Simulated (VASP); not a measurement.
Write the native input for VASP 6.6.1 that does the following.

```yaml
Task: single point
Functional: PBE
Dispersion: D4
Potentials_or_basis: VASP PAW PBE potentials, release 64 (Zr_sv, N)
Cutoff: 600 eV
k_mesh: 11 × 11 × 11
Occupations: fermi-dirac, width 0.15 eV
Spin: no spin polarisation
Dipole_correction: no
Further_INCAR_settings: ALGO = Normal; EDIFF = 1e-06; NBANDS = 16
```

The structure of ZrN lies in POSCAR:

```
ZrN
1.0
    0.0000000000      2.2841592805      2.2841592805
    2.2841592805      0.0000000000      2.2841592805
    2.2841592805      2.2841592805      0.0000000000
Zr N
1 1
Direct
    0.5000000000      0.5000000000      0.5000000000
    0.0000000000      0.0000000000      0.0000000000
```

The input as run:

INCAR

```
ALGO     = Normal         # electronic algorithm
EDIFF    = 1E-6           # SCF threshold, eV
ENCUT    = 600            # plane-wave cutoff, eV
GGA      = PE             # functional
GGA_COMPAT= F            
ISIF     = 2              # what is computed and relaxed
ISMEAR   = -1             # smearing method
IVDW     = 13             # dispersion correction
LASPH    = T              # aspherical terms in the spheres
LCHARG   = F              # write CHGCAR
LREAL    = F              # projectors in reciprocal space
LWAVE    = F              # write WAVECAR
NBANDS   = 16             # bands
NELM     = 120            # most SCF steps
PREC     = Accurate       # precision mode
SIGMA    = 0.15           # smearing width, eV
```

KPOINTS

```
k-points
0
Gamma
  11 11 11
```

Potentials or basis: VASP PAW PBE potentials, release 64 (Zr_sv, N).

Command:

```sh
$ cat potpaw_PBE.64/Zr_sv/POTCAR potpaw_PBE.64/N/POTCAR > POTCAR
$ mpirun -np 1 vasp_std > vasp.out
```

Results of the run:

The pressure is 0.1 GPa and the band gap on the k mesh is zero (an odd number of electrons rules out a gap without spin polarisation). The dispersion energy per atom is -0.286 eV.

It took 28 s on 1 thread of AMD EPYC 7R13 (shared host), peak memory 0.14 GiB.
